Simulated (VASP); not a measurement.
# AlN in VASP: relaxation of the atoms with PBE

Aim: the relaxation of the atoms of AlN with PBE.

Everything below comes from runs of VASP 6.6.1. Logs are shortened: lines on timing, memory, paths and dates and some standing lists are left out, and cuts for length are marked.

### 1 The cell of the first run

The cell holds a slab with vacuum, 8 atoms: a = 3.130 Å, b = 5.018 Å, c = 19.614 Å, α = 90.00°, β = 90.00°, γ = 90.00°.

### 2 Relaxation of the atoms, PBE

File INCAR:

```
PREC     = Accurate       # precision mode
ENCUT    = 520            # plane-wave cutoff, eV
EDIFF    = 1E-6           # SCF threshold, eV
ISMEAR   = -1             # smearing method
SIGMA    = 0.02           # smearing width, eV
LREAL    = F              # projectors in reciprocal space
LASPH    = T              # aspherical terms in the spheres
NELM     = 80             # most SCF steps
ALGO     = Normal         # electronic algorithm
ISIF     = 2              # what is computed and relaxed
LWAVE    = F              # write WAVECAR
LCHARG   = F              # write CHGCAR
LDIPOL   = T            
IDIPOL   = 3            
DIPOL    = 0.5 0.5 0.500
GGA      = PE             # functional
IBRION   = 2              # ionic algorithm
NSW      = 60             # ionic steps
EDIFFG   = -0.01          # ionic threshold
KPAR     = 4
```

File KPOINTS:

```
regular mesh
0
Gamma
  10 6 1
```

File POSCAR:

```
AlN
1.0
    3.1301578475      0.0000000000      0.0000000000
    0.0000000000      5.0181096024      0.0000000000
    0.0000000000      0.0000000000     19.6144000000
Al N
4 4
Direct
    0.0000000000      0.0592403060      0.4078637389
    0.5000000000      0.5592403060      0.4539318697
    0.5000000000      0.0592403060      0.5460681303
    0.0000000000      0.5592403060      0.5921362611
    0.0000000000      0.4407596940      0.4078637389
    0.5000000000      0.9407596940      0.4539318697
    0.5000000000      0.4407596940      0.5460681303
    0.0000000000      0.9407596940      0.5921362611
```

Potentials or basis: VASP PAW PBE potentials, release 64 (Al, N).

Launch:

```console
> cat potpaw_PBE.64/Al/POTCAR potpaw_PBE.64/N/POTCAR > POTCAR
> mpirun -np 4 vasp_std > vasp.out
```

OUTCAR:

```text
PREC = Accurate
   ENCUT = 520
   EDIFF = 1E-6
   ISMEAR = -1
   LREAL = F
   LASPH = T
   NELM = 80
   ISIF = 2
   GGA = PE
   IBRION = 2
   NSW = 60
   EDIFFG = -0.01

 ion  position               nearest neighbor table
   1  0.000  0.059  0.408-   6 1.90   6 1.90   5 1.91   2 3.09   2 3.09   2 3.09   2 3.09   3 3.13
                             3 3.13
   2  0.500  0.559  0.454-   7 1.90   5 1.90   5 1.90   6 1.91   3 3.09   3 3.09   1 3.09   1 3.09
                             1 3.09   1 3.09   4 3.13   4 3.13
   3  0.500  0.059  0.546-   6 1.90   8 1.90   8 1.90   7 1.91   2 3.09   2 3.09   4 3.09   4 3.09
                             4 3.09   4 3.09   1 3.13   1 3.13
   4  0.000  0.559  0.592-   7 1.90   7 1.90   8 1.91   3 3.09   3 3.09   3 3.09   3 3.09   2 3.13
                             2 3.13
   5  0.000  0.441  0.408-   2 1.90   2 1.90   1 1.91
   6  0.500  0.941  0.454-   3 1.90   1 1.90   1 1.90   2 1.91
   7  0.500  0.441  0.546-   2 1.90   4 1.90   4 1.90   3 1.91
   8  0.000  0.941  0.592-   3 1.90   3 1.90   4 1.91

  LATTYP: Found a simple orthorhombic cell.
 ALAT       =     3.1301578475
 B/A-ratio  =     1.6031490573
 C/A-ratio  =     6.2662654587

  Lattice vectors:

 A1 = (   3.1301578475,   0.0000000000,   0.0000000000)
 A2 = (   0.0000000000,   5.0181096024,   0.0000000000)
 A3 = (   0.0000000000,   0.0000000000,  19.6144000000)

Analysis of symmetry for initial positions (statically):
=====================================================================
 Subroutine PRICEL returns:
 Original cell was already a primitive cell.

 Routine SETGRP: Setting up the symmetry group for a
 simple orthorhombic supercell.

 Subroutine GETGRP returns: Found  4 space group operations
 (whereof  2 operations were pure point group operations)
 out of a pool of  8 trial point group operations.

The static configuration has the point symmetry C_1h.
 The point group associated with its full space group is C_2v.

Analysis of symmetry for dynamics (positions and initial velocities):
=====================================================================
 Subroutine PRICEL returns:
 Original cell was already a primitive cell.

 Routine SETGRP: Setting up the symmetry group for a
 simple orthorhombic supercell.

 Subroutine GETGRP returns: Found  4 space group operations
 (whereof  2 operations were pure point group operations)
 out of a pool of  8 trial point group operations.

The dynamic configuration has the point symmetry C_1h.
 The point group associated with its full space group is C_2v.

 Subroutine INISYM returns: Found  4 space group operations
 (whereof  2 operations are pure point group operations),
 and found     1 'primitive' translations

----------------------------------------------------------------------------------------

                                     Primitive cell

  volume of cell :     308.0927

  direct lattice vectors                    reciprocal lattice vectors
     3.130157848  0.000000000  0.000000000     0.319472707  0.000000000  0.000000000
     0.000000000  5.018109602  0.000000000     0.000000000  0.199278230  0.000000000
     0.000000000  0.000000000 19.614400000     0.000000000  0.000000000  0.050982951

  length of vectors
     3.130157848  5.018109602 19.614400000     0.319472707  0.199278230  0.050982951

  position of ions in fractional coordinates (direct lattice)
     0.000000000  0.059240306  0.407863739
     0.500000000  0.559240306  0.453931870
     0.500000000  0.059240306  0.546068130
     0.000000000  0.559240306  0.592136261
     0.000000000  0.440759694  0.407863739
     0.500000000  0.940759694  0.453931870
     0.500000000  0.440759694  0.546068130
     0.000000000  0.940759694  0.592136261

  ion indices of the primitive-cell ions
   primitive index   ion index
                 1           1
                 2           2
                 3           3
                 4           4
                 5           5
                 6           6
                 7           7
[... 23 lines left out ...]
 Subroutine IBZKPT returns following result:
 ===========================================

 Found     24 irreducible k-points:

 Following reciprocal coordinates:
            Coordinates               Weight
  0.000000  0.000000  0.000000      1.000000
  0.100000  0.000000  0.000000      2.000000
  0.200000  0.000000  0.000000      2.000000
  0.300000  0.000000  0.000000      2.000000
  0.400000  0.000000  0.000000      2.000000
  0.500000  0.000000  0.000000      1.000000
[... 16 lines left out ...]
  0.400000  0.500000  0.000000      2.000000
  0.500000  0.500000  0.000000      1.000000
   k-points           NKPTS =     24   k-points in BZ     NKDIM =     24   number of bands    NBANDS=     21
   number of dos      NEDOS =    301   number of ions     NIONS =      8
   total plane-waves  NPLWV = 144000
   dimension x,y,z NGX =    24 NGY =   40 NGZ =  150
   dimension x,y,z NGXF=    48 NGYF=   80 NGZF=  300
   ions per type =               4   4
   NGX,Y,Z   is equivalent  to a cutoff of  12.75, 13.25, 12.71 a.u.
   NGXF,Y,Z  is equivalent  to a cutoff of  25.49, 26.50, 25.43 a.u.
 SYSTEM =  unknown system
   PREC   = accura    normal or accurate (medium, high low for compatibility)
   ISTART =      0    job   : 0-new  1-cont  2-samecut
   ICHARG =      2    charge: 1-file 2-atom 10-const
   ISPIN  =      1    spin polarized calculation?
   LNONCOLLINEAR =      F non collinear calculations
   LSORBIT =      F    spin-orbit coupling
   LASPH  =      T    aspherical Exc in radial PAW
   ENCUT  =  520.0 eV  38.22 Ry    6.18 a.u.   5.82  9.33 36.47*2*pi/ulx,y,z
   NELM   =     80;   NELMIN=  2; NELMDL= -5     # of ELM steps
   EDIFF  = 0.1E-05   stopping-criterion for ELM
   LREAL  =      F    real-space projection
   EDIFFG = -.1E-01   stopping-criterion for IOM
   NSW    =     60    number of steps for IOM
   IBRION =      2    ionic relax: 0-MD 1-quasi-New 2-CG
   NFREE  =      1    steps in history (QN), initial steepest desc. (CG)
   ISIF   =      2    stress and relaxation
   ISYM   =      2    0-nonsym 1-usesym 2-fastsym
   POTIM  = 0.5000    time-step for ionic-motion
   TEBEG  =    0.0;   TEEND  =   0.0 temperature during run
   PSTRESS=    0.0 pullay stress
   NELECT =      32.0000    total number of electrons
   NUPDOWN=      -1.0000    fix difference up-down
   EMIN   =  10.00;   EMAX   =-10.00  energy-range for DOS
   EFERMI =   0.00;   METHOD = LEGACY
   ISMEAR =    -1;   SIGMA  =   0.02  broadening in eV -4-tet -1-fermi 0-gaus
   EFERMI_NEDOS =   21; number of points for ismear=-14 and -15
   IALGO  =     38    algorithm
   IMIX   =      4    mixing-type and parameters
     AMIX     =   0.40;   BMIX     =  1.00
     AMIX_MAG =   1.60;   BMIX_MAG =  1.00
  volume/ion in A,a.u.               =      38.51       259.89
  Fermi-wavevector in a.u.,A,eV,Ry     =   0.769540  1.454219  8.057252  0.592191
  Thomas-Fermi vector in A             =   1.870550
   LORBIT       =      0    0 simple, 1 ext, 2 COOP (PROOUT), +10 PAW based schemes
   GGA     = PE    functional components
   LHFCALC =     F    Hartree Fock is set to
   AEXX    =    0.0000 exact exchange contribution
   IVDW    =     0    specifies the selected vdW correction
   LEPSILON=     F    determine dielectric tensor
   LRPA    =     F    only Hartree local field effects (RPA)
 conjugate gradient relaxation of ions
 non-spin polarized calculation
  energy-cutoff  :      520.00
  volume of cell :      308.09
 maximum number of plane-waves:      8346
 NGX is ok and might be reduce to    24
   NGX = 11   NGY = 19   NGZ = 73

 dipolmoment           0.000000      0.000000     -0.000000 electrons x Angstroem

--------------------------------------- Ionic step        1  -------------------------------------------

 number of electron      31.9999996 magnetization

 Free energy of the ion-electron system (eV)
  ---------------------------------------------------
  ext. energy  EPLUGINS =         0.00000000
  ---------------------------------------------------
  free energy    TOTEN  =       -54.43540599 eV

  energy without entropy =      -54.43540599  energy(sigma->0) =      -54.43540599

------------------------ aborting loop because EDIFF is reached ----------------------------------------

  FORCE on cell =-STRESS in cart. coord.  units (eV):
  Direction    XX          YY          ZZ          XY          YZ          ZX
  --------------------------------------------------------------------------------------
  -------------------------------------------------------------------------------------
  Total       -0.7656476     -8.3977372     -3.2871849      0.0000000      0.0000000      0.0000000
  in kB       -3.9816042    -43.6708306    -17.0943780      0.0000000      0.0000000      0.0000000
  external PRESSURE =     -21.5822709 kB  Pullay stress =       0.0000000 kB
[... 107 lines left out ...]
  FREE ENERGIE OF THE ION-ELECTRON SYSTEM (eV)
  ---------------------------------------------------
  free  energy   TOTEN  =       -55.4409024052 eV

  energy  without entropy=      -55.4409024052  energy(sigma->0) =      -55.44090241

[... ionic steps 4 to 19 ...]

--------------------------------------- Ionic step       20  -------------------------------------------

 number of electron      31.9999993 magnetization

------------------------ aborting loop because EDIFF is reached ----------------------------------------
[... 79 lines left out ...]
--------------------------------------- Ionic step       22  -------------------------------------------

 number of electron      31.9999993 magnetization

 dipolmoment           0.000000      0.000000      0.000000 electrons x Angstroem

 Free energy of the ion-electron system (eV)
  ---------------------------------------------------
  ext. energy  EPLUGINS =         0.00000000
  ---------------------------------------------------
  free energy    TOTEN  =       -55.68227563 eV

  energy without entropy =      -55.68227563  energy(sigma->0) =      -55.68227563

 E-fermi :  -1.9425     XC(G=0):  -3.7337

 val. band max:       -2.3725905282   @ k =   0.2000   0.0000   0.0000
 cond. band min:       0.1599484397   @ k =   0.0000   0.0000   0.0000
 fundamental gap:      2.5325389679
 Fermi energy:        -1.9425367604

 k-point     1 :       0.0000    0.0000    0.0000
  band No.  band energies     occupation
      1     -17.4051      2.00000
      2     -16.2974      2.00000
      3     -15.1693      2.00000
      4     -14.6653      2.00000
      5      -8.1795      2.00000
      6      -6.9509      2.00000
[... 565 lines left out ...]
     20       3.5908      0.00000
     21       3.9605      0.00000

------------------------ aborting loop because EDIFF is reached ----------------------------------------

 vacuum level on the upper side and lower side of the slab       (xc-potential included)        -0.168        -0.168

  FORCE on cell =-STRESS in cart. coord.  units (eV):
  Direction    XX          YY          ZZ          XY          YZ          ZX
  --------------------------------------------------------------------------------------
  -------------------------------------------------------------------------------------
  Total        5.6988426      4.0044730     -0.0747194      0.0000000      0.0000000      0.0000000
  in kB       29.6357442     20.8244982     -0.3885638      0.0000000      0.0000000      0.0000000
  external PRESSURE =      16.6905595 kB  Pullay stress =       0.0000000 kB
[... 23 lines left out ...]
  FREE ENERGIE OF THE ION-ELECTRON SYSTEM (eV)
  ---------------------------------------------------
  free  energy   TOTEN  =       -55.6822756320 eV

  energy  without entropy=      -55.6822756320  energy(sigma->0) =      -55.68227563

 reached required accuracy - stopping structural energy minimisation

 vacuum level on the upper side and lower side of the slab         3.101         3.101
```

Run time: 21 min. Hardware: 4 MPI ranks of AMD EPYC 7R43 (Zen 3), shared host; peak memory 0.41 GiB.

What came out:

| Property | Result |
| --- | --- |
| Free energy | -55.6823 eV |
| Energy gained by relaxing | 155.9 meV/atom |
| Ionic steps | 22 |
| Largest force after relaxing | 0.009 eV/Å |
| Band gap on the k mesh | 2.53 eV (least direct gap 2.63 eV) |

Forces in eV/Å, atoms in the order of the input:
```
Al   0.000  0.008  0.002
Al   0.000 -0.005 -0.005
Al   0.000 -0.005  0.005
Al   0.000  0.008 -0.002
N    0.000 -0.002  0.005
N    0.000 -0.002  0.005
N    0.000 -0.002 -0.005
N    0.000 -0.002 -0.005
```

The path:
| step | energy change (eV) | largest force (eV/Å) | pressure (GPa) |
| --- | --- | --- | --- |
| 1 | 0.0000 | 2.7203 | -2.16 |
| 2 | -0.9386 | 1.2864 | -0.39 |
| 3 | -1.0055 | 1.2703 | 0.45 |
| 4 | -1.1283 | 0.6859 | 0.89 |
| 5 | -1.1291 | 0.6350 | 0.85 |
| 6 | -1.1931 | 0.5373 | 1.42 |
| 7 | -1.1968 | 0.6364 | 1.60 |
| 8 | -1.2344 | 0.2580 | 1.99 |
| 9 | -1.2348 | 0.2625 | 2.03 |
| 10 | -1.2422 | 0.2053 | 1.93 |
| 11 | -1.2423 | 0.1827 | 1.94 |
| 12 | -1.2442 | 0.1184 | 1.88 |
| 13 | -1.2448 | 0.0775 | 1.90 |
| 14 | -1.2458 | 0.0681 | 1.84 |
| 15 | -1.2459 | 0.0622 | 1.81 |
| 16 | -1.2464 | 0.0422 | 1.73 |
| 17 | -1.2464 | 0.0448 | 1.72 |
| 18 | -1.2467 | 0.0372 | 1.68 |
| 19 | -1.2467 | 0.0378 | 1.69 |
| 20 | -1.2469 | 0.0130 | 1.67 |
| 21 | -1.2469 | 0.0141 | 1.67 |
| 22 | -1.2469 | 0.0088 | 1.67 |

Final structure:
```
Al N
1.0
     3.13016    0.00000    0.00000
     0.00000    5.01811    0.00000
     0.00000    0.00000   19.61440
Al N
4 4
Direct
  0.00000 0.08172 0.42438
  0.50000 0.55579 0.44554
  0.50000 0.05579 0.55446
  0.00000 0.58172 0.57562
  0.00000 0.43195 0.41044
  0.50000 0.93054 0.45293
  0.50000 0.43054 0.54707
  0.00000 0.93195 0.58956
```
